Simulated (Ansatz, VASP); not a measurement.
**One calculation of SnO2, two programs**

INCAR

```
SYSTEM = SnO2
PREC = Accurate
ENCUT = 520
EDIFF = 1E-7
ISMEAR = 0
SIGMA = 0.05
LREAL = Auto
LASPH = .True.
NELM = 80
ALGO = Normal
ISIF = 2
LWAVE = .False.
LCHARG = .False.
LDIPOL = .True.
IDIPOL = 3
DIPOL = 0.5 0.5 0.500
GGA = PS
NBANDS = 122
```

The input KPOINTS:

```
regular mesh
0
Gamma
  8 4 1
  0 0 0
```

Contents of POSCAR:

```
SnO2
1.0
    3.2120684193      0.0000000000      0.0000000000
    0.0000000000      6.7443405708      0.0000000000
    0.0000000000      0.0000000000     17.7295853126
O Sn
16 8
Direct
    0.0000000000      0.0000000000      0.1410072461
    0.5000000000      0.3062765048      0.2146997327
    0.5000000000      0.6937234952      0.2146997327
    0.0000000000      0.0000000000      0.2883922193
    0.0000000000      0.5000000000      0.3312074243
    0.5000000000      0.8062765048      0.4048999109
    0.5000000000      0.1937234952      0.4048999109
    0.0000000000      0.5000000000      0.4785923975
    0.0000000000      0.0000000000      0.5214076025
    0.5000000000      0.3062765048      0.5951000891
    0.5000000000      0.6937234952      0.5951000891
    0.0000000000      0.0000000000      0.6687925757
    0.0000000000      0.5000000000      0.7116077807
    0.5000000000      0.8062765048      0.7853002673
    0.5000000000      0.1937234952      0.7853002673
    0.0000000000      0.5000000000      0.8589927539
    0.0000000000      0.5000000000      0.2146997327
    0.5000000000      0.0000000000      0.2146997327
    0.0000000000      0.0000000000      0.4048999109
    0.5000000000      0.5000000000      0.4048999109
    0.0000000000      0.5000000000      0.5951000891
    0.5000000000      0.0000000000      0.5951000891
    0.0000000000      0.0000000000      0.7853002673
    0.5000000000      0.5000000000      0.7853002673
```

Input for Ansatz:

```yaml
crystal:
  lattice:
    - [3.2120684193, 0.0, 0.0]
    - [0.0, 6.7443405708, 0.0]
    - [0.0, 0.0, 17.7295853126]
  atoms:
    - { symbol: O, position: [0.0, 0.0, 0.1410072461] }
    - { symbol: Sn, position: [0.0, 0.5, 0.2146997327] }
    - { symbol: Sn, position: [0.5, 0.0, 0.2146997327] }
    - { symbol: O, position: [0.5, 0.3062765048, 0.2146997327] }
    - { symbol: O, position: [0.5, 0.6937234952, 0.2146997327] }
    - { symbol: O, position: [0.0, 0.0, 0.2883922193] }
    - { symbol: O, position: [0.0, 0.5, 0.3312074243] }
    - { symbol: Sn, position: [0.0, 0.0, 0.4048999109] }
    - { symbol: Sn, position: [0.5, 0.5, 0.4048999109] }
    - { symbol: O, position: [0.5, 0.8062765048, 0.4048999109] }
    - { symbol: O, position: [0.5, 0.1937234952, 0.4048999109] }
    - { symbol: O, position: [0.0, 0.5, 0.4785923975] }
    - { symbol: O, position: [0.0, 0.0, 0.5214076025] }
    - { symbol: Sn, position: [0.0, 0.5, 0.5951000891] }
    - { symbol: Sn, position: [0.5, 0.0, 0.5951000891] }
    - { symbol: O, position: [0.5, 0.3062765048, 0.5951000891] }
    - { symbol: O, position: [0.5, 0.6937234952, 0.5951000891] }
    - { symbol: O, position: [0.0, 0.0, 0.6687925757] }
    - { symbol: O, position: [0.0, 0.5, 0.7116077807] }
    - { symbol: Sn, position: [0.0, 0.0, 0.7853002673] }
    - { symbol: Sn, position: [0.5, 0.5, 0.7853002673] }
    - { symbol: O, position: [0.5, 0.8062765048, 0.7853002673] }
    - { symbol: O, position: [0.5, 0.1937234952, 0.7853002673] }
    - { symbol: O, position: [0.0, 0.5, 0.8589927539] }
basis:
  ecutwfc: 420
kpoints:
  mp_grid: { grid: [8, 4, 1] }
hamiltonian:
  xc: pbesol
scf:
  occupations: { method: gaussian, width: 0.05 }
output:
  forces: true
  stress: true
  eigenvalues: true
efield:
  axis: 3
  dipole_correction: true
  ramp_width: 0.04
```

Alike in both runs: task single point; functional PBEsol; k mesh 8 × 4 × 1; occupations gaussian, width 0.05 eV; no spin polarisation.

```csv
,VASP,Ansatz
version,VASP 6.6.1,Ansatz 0.2.0
potentials or method,"VASP PAW PBE potentials, release 64 (O, Sn_d), cutoff 520 eV","scalar-relativistic, plane waves, PAW"
valence electrons in the cell,208,208
```

```tsv
	VASP	Ansatz	Ansatz less VASP
gap on the k mesh at the Fermi level (eV)	0.32	0.34	+0.018
least direct gap on the mesh (eV)	0.39	0.41	+0.018
rms of the force components (eV/Å)	0.683	0.693	+0.0095
```

VASP's potentials were made for PBE, not for PBEsol. Ansatz's warnings: vacuum density over bound.
